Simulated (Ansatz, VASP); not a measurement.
## Ir in VASP and in Ansatz

The input INCAR:

```
SYSTEM = Ir
PREC     = Accurate       ! precision mode
ENCUT    = 560            ! plane-wave cutoff, eV
EDIFF    = 1E-6           ! SCF threshold, eV
ISMEAR   = -1             ! smearing method
SIGMA    = 0.1            ! smearing width, eV
LREAL    = .False.        ! projectors in reciprocal space
LASPH    = .True.         ! aspherical terms in the spheres
NELM     = 120            ! most SCF steps
ALGO     = Normal         ! electronic algorithm
ISIF     = 2              ! what is computed and relaxed
LWAVE    = .False.        ! write WAVECAR
LCHARG   = .False.        ! write CHGCAR
GGA      = CA             ! functional
NBANDS   = 24             ! bands
GGA_COMPAT= .False.
```

Contents of KPOINTS:

```
Automatic mesh
0
Gamma
  15 15 8
  0 0 0
```

Contents of POSCAR:

```
Ir
1.0
    2.7755959790      0.0000000000      0.0000000000
   -1.3877979895      2.4037366285      0.0000000000
    0.0000000000      0.0000000000      4.5051587764
Ir
2
Direct
    0.3333333333      0.6666666667      0.2500000000
    0.6666666667      0.3333333333      0.7500000000
```

Input for Ansatz:

```yaml
crystal:
  lattice:
    - [2.775595979, 0.0, 0.0]
    - [-1.3877979895, 2.4037366285, 0.0]
    - [0.0, 0.0, 4.5051587764]
  atoms:
    - { symbol: Ir, position: [0.3333333333, 0.6666666667, 0.25] }
    - { symbol: Ir, position: [0.6666666667, 0.3333333333, 0.75] }
hamiltonian:
  xc: lda
  pseudopotentials:
    kind: paw
    azcp:
      Ir: "pseudopotentials/Ir.paw.azcp"
basis:
  ecutwfc: 420
  fft_grid_basis: typed
kpoints:
  mp_grid: { grid: [15, 15, 8], shift: [0, 0, 0] }
magnetization:
  spin_polarized: false
scf:
  occupations: { method: fermi_dirac, width: 0.1 }
  lower_state_search: "off"
output:
  stress: true
```

Alike in both runs: task single point; functional LDA; k mesh 15 × 15 × 8; occupations fermi-dirac, width 0.1 eV; no spin polarisation.

```csv
,VASP,Ansatz
version,VASP 6.6.1,Ansatz 0.2.0
potentials or method,"VASP PAW LDA potentials, release 64 (Ir_sv_GW), cutoff 560 eV","plane waves (420 eV) with PAW, scalar-relativistic"
valence electrons in the cell,34,34
```

|  | VASP | Ansatz | Ansatz less VASP |
| --- | --- | --- | --- |
| pressure (GPa) | -25.9 | -25.4 | +0.49 |
| traceless stress, the component that is largest in VASP (GPa) | -0.54 | -0.54 | -0.002 |

Ansatz warns that its potentials were made for another functional, while VASP's fit it. LDA's correlation is that of Perdew and Zunger in VASP and of Perdew and Wang (1992) in Ansatz.

Neither program's run includes spin-orbit coupling.
